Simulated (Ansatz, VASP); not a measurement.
Two plane-wave programs on Re

```xyz
2
Lattice="2.8090 0.0000 0.0000 -1.4045 2.4327 0.0000 0.0000 0.0000 4.5361" Properties=species:S:1:pos:R:3 pbc="T T T"
Re    0.0000    1.6218    1.1340
Re    1.4045    0.8109    3.4021
```

Alike in both runs: task single point; functional PBE; k mesh 12 × 12 × 7; no spin polarisation.

|  | VASP | Ansatz |
| --- | --- | --- |
| version | VASP 6.6.1 | Ansatz 0.2.0 |
| potentials or method | VASP PAW PBE potentials, release 64 (Re), cutoff 520 eV | plane waves, PAW |
| occupations | methfessel-paxton of order 1, width 0.1 eV | cold |
| valence electrons in the cell | 14 | 30 |

VASP gave:

```
pressure (GPa)                                                : -12.9
traceless stress, the component that is largest in VASP (GPa) : 0.45
```

Question: What did Ansatz give for the same quantities?

Answer: Pressure (GPa): -12.2; traceless stress, the component that is largest in VASP (GPa): 0.33.

VASP's potentials hold 14 valence electrons a cell and Ansatz's 30, so a difference there can come from the potentials and not from the codes.

Neither program's run includes spin-orbit coupling.
